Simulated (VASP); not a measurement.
# BN (Fmm2) in VASP: settings compared, part 2 of 2

VASP 6.6.1. The steps go on from the part before.

### Step 3. Single point, PBE0

Contents of POSCAR:

```
BN
1.0
    0.0000000000      3.2928550384      2.1632762179
    1.2509583998      0.0000000000      2.1632762179
    1.2509583998      3.2928550384      0.0000000000
B N
1 1
Direct
    0.0001138443      0.0001138443      0.9998861557
    0.6665861457      0.6665861457      0.3334138543
```

Contents of INCAR.step1:

```
PREC = Accurate
ENCUT = 520
EDIFF = 1E-5
ISMEAR = 0
SIGMA = 0.01
LREAL = False
LASPH = True
NELM = 100
ALGO = Normal
ISIF = 2
LWAVE = True
LCHARG = False
GGA = PE
NBANDS = 11
```

Contents of INCAR.step2:

```
PREC = Accurate
ENCUT = 520
EDIFF = 1E-6
ISMEAR = 0
SIGMA = 0.01
LREAL = False
LASPH = True
NELM = 100
ALGO = Normal
ISIF = 2
LWAVE = False
LCHARG = False
GGA = PE
LHFCALC = True
AEXX = 0.25
PRECFOCK = Normal
ISTART = 1
NBANDS = 11
```

Contents of KPOINTS:

```
Automatic mesh
0
Gamma
  8 8 8
```

Potentials or basis: VASP PAW PBE potentials, release 64 (B, N).

Command:

```
$ cat potpaw_PBE.64/B/POTCAR potpaw_PBE.64/N/POTCAR > POTCAR
$ cp INCAR.step1 INCAR
$ mpirun -np 1 vasp_std > vasp.out
$ cp INCAR.step2 INCAR
$ mpirun -np 1 vasp_std > vasp.out
```

OUTCAR:

```text
PREC = Accurate
   ENCUT = 520
   EDIFF = 1E-6
   ISMEAR = 0
   LREAL = False
   LASPH = True
   NELM = 100
   ISIF = 2
   GGA = PE
   LHFCALC = True
   AEXX = 0.25
   PRECFOCK = Normal
   ISTART = 1

 ion  position               nearest neighbor table
   1  0.000  0.000  1.000-   2 1.44   2 1.44   2 1.44
   2  0.667  0.667  0.333-   1 1.44   1 1.44   1 1.44

  LATTYP: Found a face centered orthorhombic cell.
 ALAT       =     2.5019167996
 B/A-ratio  =     1.7292950895
 C/A-ratio  =     2.6322658203

  Lattice vectors:

 A1 = (  -0.0000000000,   3.2928550384,   2.1632762179)
 A2 = (  -1.2509583998,   3.2928550384,   0.0000000000)
 A3 = (  -1.2509583998,   0.0000000000,   2.1632762179)

Analysis of symmetry for initial positions (statically):
=====================================================================
 Subroutine PRICEL returns:
 Original cell was already a primitive cell.

 Routine SETGRP: Setting up the symmetry group for a
 face centered orthorhombic supercell.

 Subroutine GETGRP returns: Found  4 space group operations
 (whereof  4 operations were pure point group operations)
 out of a pool of  8 trial point group operations.

The static configuration has the point symmetry C_2v.

Analysis of symmetry for dynamics (positions and initial velocities):
=====================================================================
 Subroutine PRICEL returns:
 Original cell was already a primitive cell.

 Routine SETGRP: Setting up the symmetry group for a
 face centered orthorhombic supercell.

 Subroutine GETGRP returns: Found  4 space group operations
 (whereof  4 operations were pure point group operations)
 out of a pool of  8 trial point group operations.

The dynamic configuration has the point symmetry C_2v.

 Subroutine INISYM returns: Found  4 space group operations
 (whereof  4 operations are pure point group operations),
 and found     1 'primitive' translations

----------------------------------------------------------------------------------------

                                     Primitive cell

  volume of cell :      17.8220

  direct lattice vectors                    reciprocal lattice vectors
     0.000000000  3.292855038  2.163276218    -0.399693547  0.151843915  0.231130910
     1.250958400  0.000000000  2.163276218     0.399693547 -0.151843915  0.231130910
     1.250958400  3.292855038  0.000000000     0.399693547  0.151843915 -0.231130910

  length of vectors
     3.939880493  2.498931954  3.522469478     0.486038068  0.486038068  0.486038068

  position of ions in fractional coordinates (direct lattice)
     0.000113844  0.000113844  0.999886156
     0.666586146  0.666586146  0.333413854

  ion indices of the primitive-cell ions
   primitive index   ion index
                 1           1
                 2           2

----------------------------------------------------------------------------------------

 KPOINTS: Automatic mesh

Automatic generation of k-mesh.
 Grid dimensions read from file:
 generate k-points for:    8    8    8

 Generating k-lattice:

[... 42 lines left out ...]
 [... further k-points ...]
   k-points           NKPTS =     95   k-points in BZ     NKDIM =    512   number of bands    NBANDS=     11
   number of dos      NEDOS =    301   number of ions     NIONS =      2
   total plane-waves  NPLWV =  16800
   dimension x,y,z NGX =    30 NGY =   20 NGZ =   28
   dimension x,y,z NGXF=    60 NGYF=   40 NGZF=   56
   ions per type =               1   1
   NGX,Y,Z   is equivalent  to a cutoff of  12.66, 13.31, 13.21 a.u.
   NGXF,Y,Z  is equivalent  to a cutoff of  25.32, 26.61, 26.43 a.u.
 SYSTEM =  unknown system
   PREC   = accura    normal or accurate (medium, high low for compatibility)
   ISTART =      1    job   : 0-new  1-cont  2-samecut
   ICHARG =      0    charge: 1-file 2-atom 10-const
   ISPIN  =      1    spin polarized calculation?
   LNONCOLLINEAR =      F non collinear calculations
   LSORBIT =      F    spin-orbit coupling
   LASPH  =      T    aspherical Exc in radial PAW
   ENCUT  =  520.0 eV  38.22 Ry    6.18 a.u.   7.33  4.65  6.55*2*pi/ulx,y,z
   NELM   =    100;   NELMIN=  2; NELMDL=  0     # of ELM steps
   EDIFF  = 0.1E-05   stopping-criterion for ELM
   LREAL  =      F    real-space projection
   EDIFFG = 0.1E-04   stopping-criterion for IOM
   NSW    =      0    number of steps for IOM
   IBRION =     -1    ionic relax: 0-MD 1-quasi-New 2-CG
   NFREE  =      0    steps in history (QN), initial steepest desc. (CG)
   ISIF   =      2    stress and relaxation
   ISYM   =      3    0-nonsym 1-usesym 2-fastsym
   POTIM  = 0.5000    time-step for ionic-motion
   TEBEG  =    0.0;   TEEND  =   0.0 temperature during run
   PSTRESS=    0.0 pullay stress
   NELECT =       8.0000    total number of electrons
   NUPDOWN=      -1.0000    fix difference up-down
   EMIN   =  10.00;   EMAX   =-10.00  energy-range for DOS
   EFERMI =   0.00;   METHOD = LEGACY
   ISMEAR =     0;   SIGMA  =   0.01  broadening in eV -4-tet -1-fermi 0-gaus
   EFERMI_NEDOS =   21; number of points for ismear=-14 and -15
   IALGO  =     38    algorithm
   IMIX   =      1    mixing-type and parameters
     AMIX     =   0.40;   BMIX     =  1.00
     AMIX_MAG =   1.60;   BMIX_MAG =  1.00
  volume/ion in A,a.u.               =       8.91        60.13
  Fermi-wavevector in a.u.,A,eV,Ry     =   1.253485  2.368742 21.377796  1.571224
  Thomas-Fermi vector in A             =   2.387335
   LORBIT       =      0    0 simple, 1 ext, 2 COOP (PROOUT), +10 PAW based schemes
   GGA     = PE    functional components
   LHFCALC =     T    Hartree Fock is set to
   PRECFOCK=normal    Normal, Fast or Accurate (Low or Medium for compatibility)
   ENCUT4O =  -1.0   cutoff for four orbital integrals eV
   NKREDX  =     1    reduce k-point grid by
   NKREDY  =     1    reduce k-point grid by
   NKREDZ  =     1    reduce k-point grid by
   AEXX    =    0.2500 exact exchange contribution
   HFSCREEN=    0.0000 screening length (either q_TF or 0.3 A-1)
   HFSCREENC=   0.0000 screening length for correlation (either q_TF or 0.3 A-1)
   ENCUTFOCK=  -1.0 apply spherical cutoff to Coloumb kernel
   IVDW    =     0    specifies the selected vdW correction
   LEPSILON=     F    determine dielectric tensor
   LRPA    =     F    only Hartree local field effects (RPA)
 non-spin polarized calculation
 Gauss-broadening in eV      SIGMA  =   0.01
  energy-cutoff  :      520.00
  volume of cell :       17.82
 maximum number of plane-waves:       501
 NGX is ok and might be reduce to    30
  NGX = 24; NGY = 14; NGZ = 20

 number of electron       8.0000000 magnetization

 Free energy of the ion-electron system (eV)
  ---------------------------------------------------
  ext. energy  EPLUGINS =         0.00000000
  ---------------------------------------------------
  free energy    TOTEN  =       -21.33558104 eV

  energy without entropy =      -21.33558104  energy(sigma->0) =      -21.33558104

 E-fermi :   1.5689     XC(G=0):  -7.9928

 val. band max:        1.4335399225   @ k =   0.5000  -0.3750   0.1250
 cond. band min:       6.8645286658   @ k =   0.0000   0.5000   0.5000
 fundamental gap:      5.4309887433
 Fermi energy:         1.5689037136

 k-point     1 :       0.0000    0.0000    0.0000
  band No.  band energies     occupation
      1     -18.5198      2.00000
      2      -3.3392      2.00000
      3      -0.4003      2.00000
      4      -0.3940      2.00000
      5       8.3510      0.00000
      6      15.3155      0.00000
      7      15.4335      0.00000
      8      17.4514      0.00000
      9      18.6620      0.00000
     10      29.5654      0.00000
     11      31.9808      0.00000
[... 309 lines left out ...]
 k-point    24 :       0.3750    0.0000    0.1250
  band No.  band energies     occupation
      1     -17.1021      2.00000
      2      -4.5490      2.00000
      3      -2.9083      2.00000
      4      -2.1565      2.00000
      5      11.5985      0.00000
      6      14.1862      0.00000
      7      15.4416      0.00000
      8      20.1587      0.00000
      9      21.3201      0.00000
     10      25.0273      0.00000
     11      28.7579      0.00000

 [... further k-points ...]
[... 5 lines left out ...]
  --------------------------------------------------------------------------------------
  -------------------------------------------------------------------------------------
  Total       -0.2016901      0.3027428     -0.1983243      0.0000000      0.0000000      0.0000000
  in kB      -18.1316643     27.2161710    -17.8290877      0.0000000      0.0000000      0.0000000
  external PRESSURE =      -2.9148603 kB  Pullay stress =       0.0000000 kB

 VOLUME and BASIS-vectors are now :
 -----------------------------------------------------------------------------
  energy-cutoff  :      520.00
  volume of cell :       17.82
      direct lattice vectors                 reciprocal lattice vectors
     0.000000000  3.292855038  2.163276218    -0.399693547  0.151843915  0.231130910
     1.250958400  0.000000000  2.163276218     0.399693547 -0.151843915  0.231130910
     1.250958400  3.292855038  0.000000000     0.399693547  0.151843915 -0.231130910

 POSITION                                       TOTAL-FORCE (eV/Angst)
 -----------------------------------------------------------------------------------
      1.25096      3.29286      0.00049         0.000000      0.000000      0.003048
      1.25096      3.29286      2.88402         0.000000      0.000000     -0.003048
 -----------------------------------------------------------------------------------
    total drift:                                0.000002      0.000014      0.000004

  FREE ENERGIE OF THE ION-ELECTRON SYSTEM (eV)
  ---------------------------------------------------
  free  energy   TOTEN  =       -21.3355810433 eV

  energy  without entropy=      -21.3355810433  energy(sigma->0) =      -21.33558104
```

OUTCAR.step1:

```text
PREC = Accurate
   ENCUT = 520
   EDIFF = 1E-5
   ISMEAR = 0
   LREAL = False
[... 561 lines left out ...]
      1.25096      3.29286      0.00049         0.000000      0.000000      0.003283
      1.25096      3.29286      2.88402         0.000000      0.000000     -0.003283
 -----------------------------------------------------------------------------------
    total drift:                                0.000003      0.000015     -0.000024

  FREE ENERGIE OF THE ION-ELECTRON SYSTEM (eV)
  ---------------------------------------------------
  free  energy   TOTEN  =       -17.5681689692 eV

  energy  without entropy=      -17.5681689692  energy(sigma->0) =      -17.56816897
```

OSZICAR.step1:

```text
N       E                     dE             d eps       ncg     rms          rms(c)
DAV:   1     0.130371756109E+02    0.13037E+02   -0.46252E+03  2138   0.685E+02
DAV:   2    -0.186020025363E+02   -0.31639E+02   -0.30512E+02  2511   0.161E+02
DAV:   3    -0.193571759955E+02   -0.75517E+00   -0.75407E+00  2558   0.227E+01
DAV:   4    -0.193593453688E+02   -0.21694E-02   -0.21693E-02  2324   0.134E+00
DAV:   5    -0.193593542950E+02   -0.89262E-05   -0.89262E-05  2589   0.749E-02    0.799E+00
DAV:   6    -0.177583720119E+02    0.16010E+01   -0.52198E+00  2382   0.127E+01    0.365E+00
DAV:   7    -0.176052327912E+02    0.15314E+00   -0.24250E-01  2420   0.369E+00    0.223E+00
DAV:   8    -0.175674442601E+02    0.37789E-01   -0.11452E-01  2441   0.208E+00    0.259E-01
DAV:   9    -0.175677681607E+02   -0.32390E-03   -0.25902E-03  2282   0.415E-01    0.140E-01
DAV:  10    -0.175681453434E+02   -0.37718E-03   -0.50726E-04  2314   0.164E-01    0.242E-02
DAV:  11    -0.175681694276E+02   -0.24084E-04   -0.49388E-05  2444   0.479E-02    0.207E-02
DAV:  12    -0.175681689692E+02    0.45836E-06   -0.89908E-06  1953   0.200E-02
   1 F= -.17568169E+02 E0= -.17568169E+02  d E =-.142446E-30
```

Run time: 2.5 h. Hardware: 1 thread of Oxide Virtual Turin-like, shared host; peak memory 0.14 GiB.

What came out:

```yaml
Free_energy: -21.3356 eV
Pressure: -0.3 GPa
Largest_force: 0.003 eV/Å
Band_gap_on_the_k_mesh: 5.43 eV (least direct gap 6.92 eV)
```

Forces on the atoms (eV/Å):
```
B    0.000  0.000  0.003
N    0.000  0.000 -0.003
```

Caveat: the PAW data sets were made with another functional, which shifts forces and pressure a little.
